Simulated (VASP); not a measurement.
# Hf (Pm-3m) in VASP: notebook

Hf is run at these levels: PBE; tasks: single point, relaxation of cell and atoms.

Program: VASP 6.6.1. These are calculated values, not measurements. Logs are shortened: lines on timing, memory, paths and dates and some standing lists are left out, and cuts for length are marked.

### Step 1. The cell of the first run

Symmetry: Pm-3m, No. 221, cubic system. The conventional cell has a = 4.272 Å, b = 4.272 Å, c = 4.272 Å, α = 90.00°, β = 90.00°, γ = 90.00°. Within 4.0 Å of Hf (site symmetry 4/mmm) lie 8 Hf at 3.02 Å.

### Step 2. Single point, PBE

File INCAR:

```
SYSTEM = Hf
ALGO = Normal
EDIFF = 1E-6
ENCUT = 520
GGA = PE
ISIF = 2
ISMEAR = 0
LASPH = .TRUE.
LCHARG = .TRUE.
LELF = .TRUE.
LREAL = .FALSE.
LVHAR = .TRUE.
LWAVE = .FALSE.
NBANDS = 22
NELM = 100
PREC = Accurate
SIGMA = 0.1
```

File KPOINTS:

```
k-points
0
G
  12 12 12
  0 0 0
```

File POSCAR:

```
Hf
1.0
    4.2717870292      0.0000000000      0.0000000000
    0.0000000000      4.2717870292      0.0000000000
    0.0000000000      0.0000000000      4.2717870292
Hf
3
Direct
    0.5000000000      0.0000000000      0.0000000000
    0.0000000000      0.5000000000      0.0000000000
    0.0000000000      0.0000000000      0.5000000000
```

Potentials or basis: VASP PAW PBE potentials, release 64 (Hf_pv).

Command:

```bash
$ cat potpaw_PBE.64/Hf_pv/POTCAR > POTCAR
$ mpirun -np 1 vasp_std > vasp.out
```

OUTCAR:

```text
SYSTEM = Hf
   EDIFF = 1E-6
   ENCUT = 520
   GGA = PE
   ISIF = 2
   ISMEAR = 0
   LASPH = .TRUE.
   LREAL = .FALSE.
   NELM = 100
   PREC = Accurate

 ion  position               nearest neighbor table
   1  0.500  0.000  0.000-   2 3.02   3 3.02   3 3.02   2 3.02   2 3.02   3 3.02   3 3.02   2 3.02

   2  0.000  0.500  0.000-   1 3.02   3 3.02   3 3.02   1 3.02   3 3.02   3 3.02   1 3.02   1 3.02

   3  0.000  0.000  0.500-   1 3.02   2 3.02   1 3.02   2 3.02   2 3.02   2 3.02   1 3.02   1 3.02

  LATTYP: Found a simple cubic cell.
 ALAT       =     4.2717870292

  Lattice vectors:

 A1 = (   4.2717870292,   0.0000000000,   0.0000000000)
 A2 = (   0.0000000000,   4.2717870292,   0.0000000000)
 A3 = (   0.0000000000,   0.0000000000,   4.2717870292)

Analysis of symmetry for initial positions (statically):
=====================================================================
 Subroutine PRICEL returns:
 Original cell was already a primitive cell.

 Routine SETGRP: Setting up the symmetry group for a
 simple cubic supercell.

 Subroutine GETGRP returns: Found 48 space group operations
 (whereof 48 operations were pure point group operations)
 out of a pool of 48 trial point group operations.

The static configuration has the point symmetry O_h .

Analysis of symmetry for dynamics (positions and initial velocities):
=====================================================================
 Subroutine PRICEL returns:
 Original cell was already a primitive cell.

 Routine SETGRP: Setting up the symmetry group for a
 simple cubic supercell.

 Subroutine GETGRP returns: Found 48 space group operations
 (whereof 48 operations were pure point group operations)
 out of a pool of 48 trial point group operations.

The dynamic configuration has the point symmetry O_h .

 Subroutine INISYM returns: Found 48 space group operations
 (whereof 48 operations are pure point group operations),
 and found     1 'primitive' translations

----------------------------------------------------------------------------------------

                                     Primitive cell

  volume of cell :      77.9523

  direct lattice vectors                    reciprocal lattice vectors
     4.271787029  0.000000000  0.000000000     0.234094067  0.000000000  0.000000000
     0.000000000  4.271787029  0.000000000     0.000000000  0.234094067  0.000000000
     0.000000000  0.000000000  4.271787029     0.000000000  0.000000000  0.234094067

[... 84 lines left out ...]
   NELM   =    100;   NELMIN=  2; NELMDL= -5     # of ELM steps
   EDIFF  = 0.1E-05   stopping-criterion for ELM
   LREAL  =      F    real-space projection
   EDIFFG = 0.1E-04   stopping-criterion for IOM
   NSW    =      0    number of steps for IOM
   IBRION =     -1    ionic relax: 0-MD 1-quasi-New 2-CG
   NFREE  =      0    steps in history (QN), initial steepest desc. (CG)
   ISIF   =      2    stress and relaxation
   ISYM   =      2    0-nonsym 1-usesym 2-fastsym
   POTIM  = 0.5000    time-step for ionic-motion
   TEBEG  =    0.0;   TEEND  =   0.0 temperature during run
   PSTRESS=    0.0 pullay stress
   NELECT =      30.0000    total number of electrons
   NUPDOWN=      -1.0000    fix difference up-down
   EMIN   =  10.00;   EMAX   =-10.00  energy-range for DOS
   EFERMI =   0.00;   METHOD = LEGACY
   ISMEAR =     0;   SIGMA  =   0.10  broadening in eV -4-tet -1-fermi 0-gaus
   EFERMI_NEDOS =   21; number of points for ismear=-14 and -15
   IALGO  =     38    algorithm
   IMIX   =      4    mixing-type and parameters
     AMIX     =   0.40;   BMIX     =  1.00
     AMIX_MAG =   1.60;   BMIX_MAG =  1.00
  volume/ion in A,a.u.               =      25.98       175.35
  Fermi-wavevector in a.u.,A,eV,Ry     =   1.190800  2.250287 19.293139  1.418006
  Thomas-Fermi vector in A             =   2.326877
   LORBIT       =      0    0 simple, 1 ext, 2 COOP (PROOUT), +10 PAW based schemes
   GGA     = PE    functional components
   LHFCALC =     F    Hartree Fock is set to
   AEXX    =    0.0000 exact exchange contribution
   IVDW    =     0    specifies the selected vdW correction
   LEPSILON=     F    determine dielectric tensor
   LRPA    =     F    only Hartree local field effects (RPA)
 non-spin polarized calculation
 Gauss-broadening in eV      SIGMA  =   0.10
  energy-cutoff  :      520.00
  volume of cell :       77.95
 maximum number of plane-waves:      2176
 NGX is ok and might be reduce to    32
   NGX = 15   NGY = 15   NGZ = 15

 number of electron      29.9999995 magnetization

 Free energy of the ion-electron system (eV)
  ---------------------------------------------------
  ext. energy  EPLUGINS =         0.00000000
  ---------------------------------------------------
  free energy    TOTEN  =       -27.19765420 eV

  energy without entropy =      -27.17785257  energy(sigma->0) =      -27.18775339

 E-fermi :   3.5112     XC(G=0): -10.4346

 val. band max:        3.5104342817   @ k =   0.5000   0.3333   0.0000
 cond. band min:       3.5112839213   @ k =   0.5000   0.4167   0.0833
 fundamental gap:      0.0008496396
 Fermi energy:         3.5111545003

 k-point     1 :       0.0000    0.0000    0.0000
  band No.  band energies     occupation
      1     -27.2685      2.00000
      2     -27.2685      2.00000
      3     -27.2685      2.00000
      4     -26.8182      2.00000
      5     -26.8182      2.00000
      6     -26.8182      2.00000
[... 589 lines left out ...]
     21       6.3494      0.00000
     22       6.9938      0.00000

 [... further k-points ...]

------------------------ aborting loop because EDIFF is reached ----------------------------------------

  FORCE on cell =-STRESS in cart. coord.  units (eV):
  Direction    XX          YY          ZZ          XY          YZ          ZX
  --------------------------------------------------------------------------------------
  -------------------------------------------------------------------------------------
  Total       -0.1275847     -0.1275847     -0.1275847      0.0000000      0.0000000     -0.0000000
  in kB       -2.6222879     -2.6222879     -2.6222879      0.0000000      0.0000000     -0.0000000
  external PRESSURE =      -2.6222879 kB  Pullay stress =       0.0000000 kB

 VOLUME and BASIS-vectors are now :
 -----------------------------------------------------------------------------
  energy-cutoff  :      520.00
  volume of cell :       77.95
      direct lattice vectors                 reciprocal lattice vectors
     4.271787029  0.000000000  0.000000000     0.234094067  0.000000000  0.000000000
     0.000000000  4.271787029  0.000000000     0.000000000  0.234094067  0.000000000
     0.000000000  0.000000000  4.271787029     0.000000000  0.000000000  0.234094067

 POSITION                                       TOTAL-FORCE (eV/Angst)
 -----------------------------------------------------------------------------------
      2.13589      0.00000      0.00000         0.000000      0.000000      0.000000
      0.00000      2.13589      0.00000         0.000000      0.000000      0.000000
      0.00000      0.00000      2.13589         0.000000      0.000000      0.000000
 -----------------------------------------------------------------------------------
    total drift:                                0.000000      0.000000     -0.000000

  FREE ENERGIE OF THE ION-ELECTRON SYSTEM (eV)
  ---------------------------------------------------
  free  energy   TOTEN  =       -27.1976541974 eV

  energy  without entropy=      -27.1778525730  energy(sigma->0) =      -27.18775339
```

OSZICAR:

```text
N       E                     dE             d eps       ncg     rms          rms(c)
DAV:   1     0.102687648774E+03    0.10269E+03   -0.16586E+04  3728   0.127E+03
DAV:   2    -0.221091664994E+02   -0.12480E+03   -0.11843E+03  4298   0.300E+02
DAV:   3    -0.280262187811E+02   -0.59171E+01   -0.54677E+01  5098   0.393E+01
DAV:   4    -0.281620252237E+02   -0.13581E+00   -0.13487E+00  4616   0.605E+00
DAV:   5    -0.281664517770E+02   -0.44266E-02   -0.44234E-02  5064   0.868E-01    0.626E+01
DAV:   6    -0.274048132032E+02    0.76164E+00   -0.75123E-01  4398   0.503E+00    0.348E+01
DAV:   7    -0.272055421780E+02    0.19927E+00   -0.10058E+00  4434   0.566E+00    0.357E+00
DAV:   8    -0.271982802452E+02    0.72619E-02   -0.89440E-02  4382   0.152E+00    0.342E-01
DAV:   9    -0.271976589338E+02    0.62131E-03   -0.68036E-03  4928   0.344E-01    0.278E-01
DAV:  10    -0.271976649339E+02   -0.60001E-05   -0.77092E-04  4506   0.139E-01    0.123E-01
DAV:  11    -0.271976543492E+02    0.10585E-04   -0.44328E-05  4944   0.313E-02    0.452E-02
DAV:  12    -0.271976541974E+02    0.15175E-06   -0.48847E-06  4224   0.122E-02
   1 F= -.27197654E+02 E0= -.27187753E+02  d E =-.198016E-01
```

Wall time 68 s (1 thread of Intel Xeon Platinum 8259CL at 2.50GHz (Skylake/Cascade Lake), shared host); peak memory 0.25 GiB.

Results:

```yaml
Free_energy: -27.1977 eV
Pressure: -0.3 GPa
Band_gap_on_the_k_mesh: zero (band 15 reaches 4.74 eV, above the bottom of band 16 at 2.13 eV)
```

Levels at points of the mesh, in eV from the Fermi level:
```
           k point  band 12  band 13  band 14  band 15  band 16  band 17  band 18  band 19
(0.00, 0.00, 0.00)    -1.76    -1.76    -1.38    -1.38    -1.38     3.59     3.59     3.59
(0.50, 0.00, 0.00)    -1.85    -0.89    -0.05    -0.05     0.28     1.05     1.05     1.91
(0.50, 0.50, 0.00)    -1.85    -1.11    -0.20     0.02     0.13     0.13     1.30     1.30
(0.50, 0.50, 0.50)    -2.82    -2.44     1.23     1.23     1.23     1.35     1.80     1.80
```

Caveat: spin-orbit coupling is left out, which moves the levels of the heavy elements.

### Step 3. Relaxation of cell and atoms, PBE

This run uses another cell than the first one, of 26.11 Å³/atom, 1.005 times its volume.

File INCAR:

```
PREC = Accurate ; ENCUT = 600
EDIFF = 1E-7 ; ISMEAR = 0
SIGMA = 0.1 ; LREAL = F
LASPH = T ; NELM = 100
ALGO = Normal ; ISIF = 3
LWAVE = F ; LCHARG = F
GGA = PE ; IBRION = 2
NSW = 100 ; EDIFFG = -0.01
```

File KPOINTS:

```
regular mesh
0
Gamma
  12 12 12
```

File POSCAR:

```
Hf
1.0
    4.2785666407      0.0000000000      0.0000000000
    0.0000000000      4.2785666407      0.0000000000
    0.0000000000      0.0000000000      4.2785666407
Hf
3
Direct
    0.5000000000      0.0000000000      0.0000000000
    0.0000000000      0.5000000000      0.0000000000
    0.0000000000      0.0000000000      0.5000000000
```

Potentials or basis: VASP PAW PBE potentials, release 64 (Hf_pv).

Command:

```bash
$ cat potpaw_PBE.64/Hf_pv/POTCAR > POTCAR
$ mpirun -np 1 vasp_std > vasp.out
```

Wall time 3.6 min (1 thread of Intel Xeon Platinum 8259CL at 2.50GHz (Skylake/Cascade Lake), shared host); peak memory 0.29 GiB.

Results (log left out):

```
Free energy                            : -27.1982 eV
Relaxed volume                         : 25.89 Å³/atom
Relaxed cell                           : a = 4.267 Å, b = 4.267 Å, c = 4.267 Å, α = 90.00°, β = 90.00°, γ = 90.00°
Space group after relaxing (to 0.05 Å) : Pm-3m (No. 221)
Energy gained by relaxing              : 0.4 meV/atom
Ionic steps                            : 3
Pressure after relaxing                : 0.0 GPa
Band gap on the k mesh                 : zero (band 15 reaches 4.77 eV, above the bottom of band 16 at 2.14 eV)
```

Step by step:
```
step  energy change (eV)  largest force (eV/Å)  pressure (GPa)  volume (Å³)
   1              0.0000                0.0000           -0.61        78.32
   2             -0.0005                0.0000            0.48        77.19
   3             -0.0013                0.0000            0.00        77.68
```

Final structure:
```cif
data_structure
_symmetry_space_group_name_H-M 'P 1'
_symmetry_Int_Tables_number 1
_cell_length_a 4.2667
_cell_length_b 4.2667
_cell_length_c 4.2667
_cell_angle_alpha 90.000
_cell_angle_beta 90.000
_cell_angle_gamma 90.000
_cell_volume 77.68
loop_
_atom_site_label
_atom_site_type_symbol
_atom_site_fract_x
_atom_site_fract_y
_atom_site_fract_z
_atom_site_occupancy
Hf1 Hf 0.50000 0.00000 0.00000 1
Hf2 Hf 0.00000 0.50000 0.00000 1
Hf3 Hf 0.00000 0.00000 0.50000 1
```

Levels at points of the mesh, in eV from the Fermi level:
```
           k point  band 13  band 14  band 15  band 16  band 17  band 18
(0.00, 0.00, 0.00)    -1.77    -1.39    -1.39    -1.39     3.60     3.60
(0.50, 0.00, 0.00)    -0.90    -0.05    -0.05     0.28     1.05     1.05
(0.50, 0.50, 0.00)    -1.11    -0.19     0.01     0.12     0.12     1.30
(0.50, 0.50, 0.50)    -2.45     1.23     1.23     1.23     1.37     1.81
```

Caveat: spin-orbit coupling is left out, which moves the levels of the heavy elements.

[end of part 1 of 2]
